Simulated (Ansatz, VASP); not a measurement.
One calculation of HfN, two programs

```
CELL_PARAMETERS angstrom
0.00000 2.25335 2.25900
2.26465 0.00000 2.25900
2.26465 2.25335 0.00000
ATOMIC_POSITIONS crystal
Hf 0.00000 0.00000 0.00000
N 0.50000 0.50000 0.50000
```

Change from the starting cell: strain +0.0025 x Voigt [1, -1, 0, 0, 0, 0], atoms carried along.

Alike in both runs: task single point; functional PBEsol; k mesh 18 × 18 × 18; occupations gaussian, width 0.15 eV; no spin polarisation.

|  | VASP | Ansatz |
| --- | --- | --- |
| version | VASP 6.6.1 | Ansatz 0.2.0 |
| potentials or method | VASP PAW PBE potentials, release 64 (Hf_pv, N), cutoff 520 eV | scalar-relativistic, plane waves, PAW |
| valence electrons in the cell | 15 | 31 |

Ansatz gave:

```
gap on the k mesh at the Fermi level (eV)                     : none
pressure (GPa)                                                : -3.0
traceless stress, the component that is largest in VASP (GPa) : 1.19
```

Question: Which values does VASP return?

Answer: gap on the k mesh at the Fermi level (eV): none; pressure (GPa): -5.2; traceless stress, the component that is largest in VASP (GPa): 1.18.

VASP's potentials were made for PBE, not for PBEsol. A gap of «none» marks a metal or a gap that the smearing closes. The functional is the same, so the differences come from potentials, cutoffs and numerics. VASP's potentials hold 15 valence electrons a cell and Ansatz's 31, so a difference there can come from the potentials and not from the codes.

Neither program's run includes spin-orbit coupling.
